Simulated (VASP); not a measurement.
Here is a VASP 6.6.1 calculation.

The input INCAR:

```
PREC = Accurate ; ENCUT = 520
EDIFF = 1E-7 ; ISMEAR = -1
SIGMA = 0.02 ; LREAL = Auto
LASPH = T ; NELM = 100
ALGO = Normal ; ISIF = 2
LWAVE = F ; LCHARG = T
GGA = PE ; IVDW = 12
LELF = T ; LVHAR = T
NBANDS = 56
```

File KPOINTS:

```
Automatic mesh
0
Gamma
  1 1 1
```

Contents of POSCAR:

```
H19NO8
1.0
    6.3088310000      0.0000000000      0.0000000000
    0.0000000000      6.3088310000      0.0000000000
    0.0000000000      0.0000000000      6.3088310000
O H N
8 19 1
Direct
    0.7305704690      0.6770808266      0.9791464617
    0.2400199489      0.1638204026      0.6398909566
    0.7763199275      0.0758820463      0.1089279891
    0.9661706231      0.9011068599      0.4643326852
    0.3376907330      0.5273330233      0.8865384663
    0.5645464409      0.3189329290      0.4001902173
    0.5100684475      0.7252225244      0.5362890656
    0.8464714997      0.3275555085      0.7444973641
    0.5849737987      0.6189740256      0.9687728225
    0.8046384747      0.5903586554      0.8720858205
    0.3473072191      0.2064747160      0.5326268102
    0.1494748836      0.0484829035      0.5791600497
    0.8676137946      0.0291776028      0.2283267453
    0.7427929877     -0.0636040515      0.0417072508
    0.8361275497      0.8700388464      0.5425559173
    1.0151161696      0.7540849749      0.4046222378
    0.3673689345      0.6074849277      0.7544528570
    0.3141191296      0.3815003008      0.8381274023
    0.6710460905      0.3053328562      0.5150694583
    0.6215662607      0.2360655479      0.2787987117
    0.4269043195      0.8312378981      0.4636193525
    0.5195859006      0.6023453604      0.4401616412
    0.8236384973      0.2408022635      0.8736377319
    0.9944286514      0.2954949043      0.7044638115
    0.1911306776      0.5437494087      0.1823589859
    0.0751039645      0.4059050936      0.3709973225
   -0.0656342180      0.5372615502      0.1908353089
    0.0665214248      0.5430276947      0.2854136564
```

Potentials or basis: VASP PAW PBE potentials, release 64 (O, H, N).

Launch:

```bash
$ cat potpaw_PBE.64/O/POTCAR potpaw_PBE.64/H/POTCAR potpaw_PBE.64/N/POTCAR > POTCAR
$ mpirun -np 1 vasp_gam > vasp.out
```

**Question.** What does it give for the pressure?

**Answer.** 0.4 GPa.

**Question.** Estimate the largest force.

**Answer.** 0.227 eV/Å.

**Question.** Predict the dispersion energy per atom.

**Answer.** -0.039 eV.

Stress tensor (GPa, compression positive):
```
 0.71 -0.19  0.06
-0.19  0.52  0.49
 0.06  0.49  0.07
```

Caveat: the k points lie up to 1.00 Å⁻¹ apart, too coarse for converged energies, forces and pressures.
